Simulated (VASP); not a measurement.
# TaN (P6/mmm) in VASP: a series of runs

Runs on TaN. Level: r2SCAN+D4. Tasks: single point.

Everything below comes from runs of VASP 6.6.1. Logs are shortened: lines on timing, memory, paths and dates and some standing lists are left out, and cuts for length are marked.

## (1) The cell of the first run

It takes space group P6/mmm (No. 191, hexagonal). The conventional cell has a = 5.156 Å, b = 5.156 Å, c = 2.888 Å, α = 90.00°, β = 90.00°, γ = 120.00°. Ta (site symmetry 6/mmm) has 6 N at 2.58 Å and 14 Ta at 2.89 to 3.31 Å within 3.4 Å. Within 2.7 Å of Ta (site symmetry -6m2) lie 6 N at 2.07 Å. Within 2.7 Å of N (site symmetry mmm) lie 6 Ta at 2.07 to 2.58 Å and 4 N at 2.58 Å.

## (2) Single point, r2SCAN+D4

The input, POSCAR:

```
TaN
1.0
    5.1561600241      0.0000000000      0.0000000000
   -2.5780800120      4.4653656949      0.0000000000
    0.0000000000      0.0000000000      2.8884826334
Ta N
3 3
Direct
    0.0000000000      0.0000000000      0.0000000000
    0.3333333333      0.6666666667      0.5000000000
    0.6666666667      0.3333333333      0.5000000000
    0.5000000000      0.0000000000      0.0000000000
    0.5000000000      0.5000000000      0.0000000000
    0.0000000000      0.5000000000      0.0000000000
```

The input, INCAR.step1:

```
ALGO     = Normal         # electronic algorithm
EDIFF    = 1E-4           # SCF threshold, eV
ENCUT    = 520            # plane-wave cutoff, eV
GGA      = PE             # functional
ISMEAR   = -1             # smearing method
LASPH    = True           # aspherical terms in the spheres
LCHARG   = False          # write CHGCAR
LREAL    = False          # projectors in reciprocal space
LWAVE    = True           # write WAVECAR
NBANDS   = 33             # bands
NELM     = 60             # most SCF steps
PREC     = Accurate       # precision mode
SIGMA    = 0.05           # smearing width, eV
```

The input, INCAR.step2:

```
ALGO     = Normal         # electronic algorithm
EDIFF    = 1E-7           # SCF threshold, eV
ENCUT    = 520            # plane-wave cutoff, eV
ISIF     = 2              # what is computed and relaxed
ISMEAR   = -1             # smearing method
ISTART   = 1            
IVDW     = 13             # dispersion correction
LASPH    = True           # aspherical terms in the spheres
LCHARG   = False          # write CHGCAR
LMIXTAU  = True         
LREAL    = False          # projectors in reciprocal space
LWAVE    = False          # write WAVECAR
METAGGA  = R2SCAN         # meta-GGA
NBANDS   = 33             # bands
NELM     = 60             # most SCF steps
PREC     = Accurate       # precision mode
SIGMA    = 0.05           # smearing width, eV
VDW_A1   = 0.51559235   
VDW_A2   = 5.77342911   
VDW_S6   = 1.0          
VDW_S8   = 0.6018749
```

The input, KPOINTS:

```
k-points
0
Gamma
  5 5 8
```

Potentials or basis: VASP PAW PBE potentials, release 64 (Ta_pv, N).

Started as:

```console
> cat potpaw_PBE.64/Ta_pv/POTCAR potpaw_PBE.64/N/POTCAR > POTCAR
> cp INCAR.step1 INCAR
> mpirun -np 1 vasp_std > vasp.out
> cp INCAR.step2 INCAR
> mpirun -np 1 vasp_std > vasp.out
```

OUTCAR:

```text
EDIFF = 1E-7
   ENCUT = 520
   ISIF = 2
   ISMEAR = -1
   ISTART = 1
   IVDW = 13
   LASPH = True
   LREAL = False
   METAGGA = R2SCAN
   NELM = 60
   PREC = Accurate

 ion  position               nearest neighbor table
   1  0.000  0.000  0.000-   4 2.58   4 2.58   6 2.58   6 2.58   5 2.58   5 2.58   3 3.31   3 3.31
                             2 3.31   2 3.31   2 3.31   3 3.31   2 3.31   3 3.31   2 3.31   3 3.31
   2  0.333  0.667  0.500-   6 2.07   6 2.07   5 2.07   5 2.07   4 2.07   4 2.07   3 2.98   3 2.98
                             3 2.98   1 3.31   1 3.31   1 3.31   1 3.31   1 3.31   1 3.31
   3  0.667  0.333  0.500-   6 2.07   6 2.07   5 2.07   5 2.07   4 2.07   4 2.07   2 2.98   2 2.98
                             2 2.98   1 3.31   1 3.31   1 3.31   1 3.31   1 3.31   1 3.31
   4  0.500  0.000  0.000-   2 2.07   3 2.07   2 2.07   3 2.07   1 2.58   1 2.58
   5  0.500  0.500  0.000-   2 2.07   3 2.07   2 2.07   3 2.07   1 2.58   1 2.58
   6  0.000  0.500  0.000-   2 2.07   3 2.07   2 2.07   3 2.07   1 2.58   1 2.58

  LATTYP: Found a hexagonal cell.
 ALAT       =     5.1561600241
 C/A-ratio  =     0.5602003468

  Lattice vectors:

 A1 = (   5.1561600241,   0.0000000000,   0.0000000000)
 A2 = (  -2.5780800120,   4.4653656949,   0.0000000000)
 A3 = (   0.0000000000,   0.0000000000,   2.8884826334)

Analysis of symmetry for initial positions (statically):
=====================================================================
 Subroutine PRICEL returns:
 Original cell was already a primitive cell.

 Routine SETGRP: Setting up the symmetry group for a
 hexagonal supercell.

 Subroutine GETGRP returns: Found 24 space group operations
 (whereof 24 operations were pure point group operations)
 out of a pool of 24 trial point group operations.

The static configuration has the point symmetry D_6h.

Analysis of symmetry for dynamics (positions and initial velocities):
=====================================================================
 Subroutine PRICEL returns:
 Original cell was already a primitive cell.

 Routine SETGRP: Setting up the symmetry group for a
 hexagonal supercell.

 Subroutine GETGRP returns: Found 24 space group operations
 (whereof 24 operations were pure point group operations)
 out of a pool of 24 trial point group operations.

The dynamic configuration has the point symmetry D_6h.

 Subroutine INISYM returns: Found 24 space group operations
 (whereof 24 operations are pure point group operations),
 and found     1 'primitive' translations

----------------------------------------------------------------------------------------

                                     Primitive cell

  volume of cell :      66.5048

  direct lattice vectors                    reciprocal lattice vectors
     5.156160024  0.000000000  0.000000000     0.193942778  0.111972912  0.000000000
    -2.578080012  4.465365695  0.000000000     0.000000000  0.223945824  0.000000000
     0.000000000  0.000000000  2.888482633     0.000000000  0.000000000  0.346202532

  length of vectors
     5.156160024  5.156160135  2.888482633     0.223945829  0.223945824  0.346202532

  position of ions in fractional coordinates (direct lattice)
     0.000000000  0.000000000  0.000000000
     0.333333333  0.666666667  0.500000000
     0.666666667  0.333333333  0.500000000
     0.500000000  0.000000000  0.000000000
     0.500000000  0.500000000  0.000000000
     1.000000000  0.500000000  0.000000000

  ion indices of the primitive-cell ions
   primitive index   ion index
                 1           1
                 2           2
                 3           3
                 4           4
                 5           5
                 6           6

----------------------------------------------------------------------------------------

 KPOINTS: k-points

Automatic generation of k-mesh.
 Grid dimensions read from file:
 generate k-points for:    5    5    8

 Generating k-lattice:

  Cartesian coordinates                     Fractional coordinates (reciprocal lattice)
     0.038788556  0.022394582  0.000000000     0.200000000  0.000000000  0.000000000
     0.000000000  0.044789165  0.000000000     0.000000000  0.200000000  0.000000000
     0.000000000  0.000000000  0.043275316     0.000000000  0.000000000  0.125000000

  Length of vectors
     0.044789166  0.044789165  0.043275316

  Shift w.r.t. Gamma in fractional coordinates (k-lattice)
     0.000000000  0.000000000  0.000000000

 Subroutine IBZKPT returns following result:
 ===========================================

 Found     25 irreducible k-points:

 Following reciprocal coordinates:
            Coordinates               Weight
  0.000000  0.000000  0.000000      1.000000
  0.200000  0.000000  0.000000      6.000000
  0.400000 -0.000000  0.000000      6.000000
  0.200000  0.200000  0.000000      6.000000
  0.400000  0.200000  0.000000      6.000000
  0.000000  0.000000  0.125000      2.000000
[... 16 lines left out ...]
  0.400000 -0.000000  0.500000      6.000000
  0.200000  0.200000  0.500000      6.000000
   k-points           NKPTS =     25   k-points in BZ     NKDIM =     25   number of bands    NBANDS=     33
   number of dos      NEDOS =    301   number of ions     NIONS =      6
   total plane-waves  NPLWV =  38400
   dimension x,y,z NGX =    40 NGY =   40 NGZ =   24
   dimension x,y,z NGXF=    80 NGYF=   80 NGZF=   48
   ions per type =               3   3
   NGX,Y,Z   is equivalent  to a cutoff of  12.90, 12.90, 13.81 a.u.
   NGXF,Y,Z  is equivalent  to a cutoff of  25.79, 25.79, 27.63 a.u.
 SYSTEM =  unknown system
   PREC   = accura    normal or accurate (medium, high low for compatibility)
   ISTART =      1    job   : 0-new  1-cont  2-samecut
   ICHARG =      0    charge: 1-file 2-atom 10-const
   ISPIN  =      1    spin polarized calculation?
   LNONCOLLINEAR =      F non collinear calculations
   LSORBIT =      F    spin-orbit coupling
   LASPH  =      T    aspherical Exc in radial PAW
   ENCUT  =  520.0 eV  38.22 Ry    6.18 a.u.   9.59  9.59  5.37*2*pi/ulx,y,z
   NELM   =     60;   NELMIN=  2; NELMDL=  0     # of ELM steps
   EDIFF  = 0.1E-06   stopping-criterion for ELM
   LREAL  =      F    real-space projection
   EDIFFG = 0.1E-05   stopping-criterion for IOM
   NSW    =      0    number of steps for IOM
   IBRION =     -1    ionic relax: 0-MD 1-quasi-New 2-CG
   NFREE  =      0    steps in history (QN), initial steepest desc. (CG)
   ISIF   =      2    stress and relaxation
   ISYM   =      2    0-nonsym 1-usesym 2-fastsym
   POTIM  = 0.5000    time-step for ionic-motion
   TEBEG  =    0.0;   TEEND  =   0.0 temperature during run
   PSTRESS=    0.0 pullay stress
   NELECT =      48.0000    total number of electrons
   NUPDOWN=      -1.0000    fix difference up-down
   EMIN   =  10.00;   EMAX   =-10.00  energy-range for DOS
   EFERMI =   0.00;   METHOD = LEGACY
   ISMEAR =    -1;   SIGMA  =   0.05  broadening in eV -4-tet -1-fermi 0-gaus
   EFERMI_NEDOS =   21; number of points for ismear=-14 and -15
   IALGO  =     38    algorithm
   IMIX   =      4    mixing-type and parameters
     AMIX     =   0.40;   BMIX     =  1.00
     AMIX_MAG =   1.60;   BMIX_MAG =  1.00
  volume/ion in A,a.u.               =      11.08        74.80
  Fermi-wavevector in a.u.,A,eV,Ry     =   1.468490  2.775043 29.340439  2.156461
  Thomas-Fermi vector in A             =   2.583981
   LORBIT       =      0    0 simple, 1 ext, 2 COOP (PROOUT), +10 PAW based schemes
   METAGGA = R2SCAN    functional components
   LHFCALC =     F    Hartree Fock is set to
   AEXX    =    0.0000 exact exchange contribution
   IVDW    =    13    specifies the selected vdW correction
   LEPSILON=     F    determine dielectric tensor
   LRPA    =     F    only Hartree local field effects (RPA)
 non-spin polarized calculation
  energy-cutoff  :      520.00
  volume of cell :       66.50
 maximum number of plane-waves:      1822
 NGX is ok and might be reduce to    40
   NGX = 19   NGY = 19   NGZ = 11

 number of electron      47.9999995 magnetization

 Free energy of the ion-electron system (eV)
  ---------------------------------------------------
  ext. energy  EPLUGINS =         0.00000000
  ---------------------------------------------------
  free energy    TOTEN  =      -178.30743221 eV

  energy without entropy =     -178.30295789  energy(sigma->0) =     -178.30519505

 E-fermi :   8.4619     XC(G=0): -14.1714

 val. band max:        8.4153921484   @ k =   0.0000   0.0000   0.3750
 cond. band min:       8.5650029173   @ k =   0.2000   0.0000   0.2500
 fundamental gap:      0.1496107689
 Fermi energy:         8.4619221921

 k-point     1 :       0.0000    0.0000    0.0000
  band No.  band energies     occupation
      1     -29.1936      2.00000
      2     -29.1936      2.00000
      3     -28.7530      2.00000
      4     -28.7530      2.00000
      5     -28.5156      2.00000
      6     -28.3628      2.00000
[... 25 lines left out ...]
     32      11.8696      0.00000
     33      11.8696      0.00000

 k-point     2 :       0.2000    0.0000    0.0000
  band No.  band energies     occupation
      1     -29.2230      2.00000
      2     -29.1725      2.00000
      3     -28.7387      2.00000
      4     -28.7133      2.00000
      5     -28.5023      2.00000
      6     -28.4041      2.00000
[... 25 lines left out ...]
     32      12.0431      0.00000
     33      12.2929      0.00000
[... 754 lines left out ...]
     32      13.0073      0.00000
     33      14.2916      0.00000

 k-point    24 :       0.2000    0.2000    0.5000
  band No.  band energies     occupation
      1     -29.4910      2.00000
      2     -29.3355      2.00000
      3     -29.0430      2.00000
      4     -28.9125      2.00000
      5     -28.6627      2.00000
      6     -28.5208      2.00000
[... 25 lines left out ...]
     32      12.6972      0.00000
     33      14.1819      0.00000

 [... further k-points ...]

------------------------ aborting loop because EDIFF is reached ----------------------------------------

  DFT-D4 for vdW energy calculation

  Edisp (eV):   -0.66415

  FORCE on cell =-STRESS in cart. coord.  units (eV):
  Direction    XX          YY          ZZ          XY          YZ          ZX
  --------------------------------------------------------------------------------------
  -------------------------------------------------------------------------------------
  Total       4.99678     4.99678     5.46453     0.00000    -0.00000     0.00000
  in kB     120.37822   120.37823   131.64685     0.00000    -0.00000     0.00000
  external pressure =      124.13 kB  Pullay stress =        0.00 kB

 VOLUME and BASIS-vectors are now :
 -----------------------------------------------------------------------------
  energy-cutoff  :      520.00
  volume of cell :       66.50
      direct lattice vectors                 reciprocal lattice vectors
     5.156160024  0.000000000  0.000000000     0.193942778  0.111972912  0.000000000
    -2.578080012  4.465365695  0.000000000     0.000000000  0.223945824  0.000000000
     0.000000000  0.000000000  2.888482633     0.000000000  0.000000000  0.346202532

 POSITION                                       TOTAL-FORCE (eV/Angst)
 -----------------------------------------------------------------------------------
      0.00000      0.00000      0.00000         0.000000      0.000000      0.000000
     -0.00000      2.97691      1.44424         0.000000      0.000000      0.000000
      2.57808      1.48846      1.44424        -0.000000      0.000000     -0.000000
      2.57808      0.00000      0.00000         0.000000      0.000000      0.000000
      1.28904      2.23268      0.00000         0.000000      0.000000      0.000000
     -1.28904      2.23268      0.00000         0.000000      0.000000      0.000000
 -----------------------------------------------------------------------------------
    total drift:                               -0.000000      0.000000     -0.000000

  FREE ENERGIE OF THE ION-ELECTRON SYSTEM (eV)
  ---------------------------------------------------
  free  energy   TOTEN  =      -178.9715833898 eV

  energy  without entropy=     -178.9671090677  energy(sigma->0) =     -178.96934623
```

Run time: 5.4 min. Hardware: 1 thread of Intel Xeon 8259CL, shared host; peak memory 0.22 GiB.

Results:

```
Free energy                : -178.9716 eV
Pressure                   : 12.4 GPa
Band gap on the k mesh     : zero (bands 24 and 25 overlap by 2.28 eV)
Dispersion energy per atom : -0.111 eV
```

Caveat: the cell stands under pressure; the PAW data sets were made with another functional, which shifts forces and pressure a little; spin-orbit coupling is left out, which moves the levels of the heavy elements.

## (3) Single point, r2SCAN+D4

This run uses another cell than the first one, of 11.31 Å³/atom.

Changes to POSCAR since step 2:

```diff
@@ -2,5 +2,5 @@
 1.0
-    5.1561600241      0.0000000000      0.0000000000
-   -2.5780800120      4.4653656949      0.0000000000
-    0.0000000000      0.0000000000      2.8884826334
+    5.1910000000      0.0000000000      0.0000000000
+   -2.5955000000      4.4955380000      0.0000000000
+    0.0000000000      0.0000000000      2.9080000000
 Ta N
```

The input, INCAR.step1:

```
SYSTEM = TaN
PREC = Accurate
ENCUT = 520
ISMEAR = -1
SIGMA = 0.05
LREAL = .FALSE.
LASPH = .TRUE.
NELM = 60
NBANDS = 33
GGA = PE
ALGO = Normal
EDIFF = 1E-4
LWAVE = .TRUE.
LCHARG = .FALSE.
```

The input, INCAR.step2:

```
SYSTEM = TaN
PREC = Accurate
ENCUT = 520
EDIFF = 1E-6
ISMEAR = -1
SIGMA = 0.05
LREAL = .FALSE.
LASPH = .TRUE.
NELM = 60
ALGO = Normal
ISIF = 2
LWAVE = .FALSE.
LCHARG = .FALSE.
METAGGA = R2SCAN
LMIXTAU = .TRUE.
IVDW = 13
VDW_S6 = 1.0
VDW_S8 = 0.6018749
VDW_A1 = 0.51559235
VDW_A2 = 5.77342911
NBANDS = 33
ISTART = 1
```

The input, KPOINTS:

```
regular mesh
0
G
  5 5 8
  0 0 0
```

Potentials or basis: VASP PAW PBE potentials, release 64 (Ta_pv, N).

Started as:

```console
> cat potpaw_PBE.64/Ta_pv/POTCAR potpaw_PBE.64/N/POTCAR > POTCAR
> cp INCAR.step1 INCAR
> mpirun -np 1 vasp_std > vasp.out
> cp INCAR.step2 INCAR
> mpirun -np 1 vasp_std > vasp.out
```

It took 5.5 min on 1 thread of Intel Xeon 8259CL, shared host; peak memory 0.22 GiB.

Results (log left out):

- Free energy: -179.0468 eV
- Pressure: 5.1 GPa
- Band gap on the k mesh: zero (bands 24 and 25 overlap by 2.21 eV)
- Dispersion energy per atom: -0.108 eV

Stress tensor (GPa, compression positive):
```
5.59 0.00 0.00
0.00 5.59 0.00
0.00 0.00 4.10
```

Levels at points of the mesh, in eV from the Fermi level:
```tsv
k point	band 22	band 23	band 24	band 25	band 26	band 27
(0.00, 0.00, 0.00)	-2.75	-2.19	-1.20	-1.20	0.87	0.87
(0.00, 0.00, 0.50)	-3.41	-2.14	1.01	1.01	1.38	2.12
```

Caveat: the cell stands under pressure; the PAW data sets were made with another functional, which shifts forces and pressure a little; spin-orbit coupling is left out, which moves the levels of the heavy elements.

## (4) Single point, r2SCAN+D4

This run uses another cell than the first one, of 11.54 Å³/atom.

Changes to POSCAR since step 3:

```diff
@@ -2,5 +2,5 @@
 1.0
-    5.1910000000      0.0000000000      0.0000000000
-   -2.5955000000      4.4955380000      0.0000000000
-    0.0000000000      0.0000000000      2.9080000000
+    5.2253784853      0.0000000000      0.0000000000
+   -2.6126892427      4.5253106425      0.0000000000
+    0.0000000000      0.0000000000      2.9272588394
 Ta N
```

The input, INCAR.step1:

```
ALGO = Normal
EDIFF = 1E-4
ENCUT = 520
GGA = PE
ISMEAR = -1
LASPH = T
LCHARG = F
LREAL = F
LWAVE = T
NBANDS = 33
NELM = 80
PREC = Accurate
SIGMA = 0.05
```

The input, INCAR.step2:

```
ALGO = Normal
EDIFF = 1E-7
ENCUT = 520
ISIF = 2
ISMEAR = -1
ISTART = 1
IVDW = 13
LASPH = T
LCHARG = F
LMIXTAU = T
LREAL = F
LWAVE = F
METAGGA = R2SCAN
NBANDS = 33
NELM = 80
PREC = Accurate
SIGMA = 0.05
VDW_A1 = 0.51559235
VDW_A2 = 5.77342911
VDW_S6 = 1.0
VDW_S8 = 0.6018749
```

The input, KPOINTS:

```
k-points
0
Gamma
  5 5 8
```

Started as:

```console
> cat potpaw_PBE.64/Ta_pv/POTCAR potpaw_PBE.64/N/POTCAR > POTCAR
> cp INCAR.step1 INCAR
> mpirun -np 1 vasp_std > vasp.out
> cp INCAR.step2 INCAR
> mpirun -np 1 vasp_std > vasp.out
```

Run time: 5.3 min. Hardware: 1 thread of Intel Xeon 8259CL, shared host; peak memory 0.22 GiB.

The run converged. Its results:

| Property | Result |
| --- | --- |
| Free energy | -179.0631 eV |
| Pressure | -1.5 GPa |
| Band gap on the k mesh | zero (bands 24 and 25 overlap by 2.14 eV) |
| Dispersion energy per atom | -0.106 eV |

Stress tensor (GPa, compression positive):
```
-0.21  0.00  0.00
 0.00 -0.21  0.00
 0.00  0.00 -4.07
```

Levels at points of the mesh, in eV from the Fermi level:
| k point | band 21 | band 22 | band 23 | band 24 | band 25 | band 26 | band 27 | band 28 |
| --- | --- | --- | --- | --- | --- | --- | --- | --- |
| (0.00, 0.00, 0.00) | -3.30 | -2.69 | -2.14 | -1.16 | -1.16 | 0.85 | 0.85 | 1.46 |
| (0.00, 0.00, 0.50) | -3.35 | -3.35 | -2.09 | 0.98 | 0.98 | 1.34 | 2.04 | 2.48 |

Caveat: the PAW data sets were made with another functional, which shifts forces and pressure a little; spin-orbit coupling is left out, which moves the levels of the heavy elements.

(Continued in part 2 of 2.)

The gap in the log of VASP goes by the Fermi energy; the results here count the filled bands.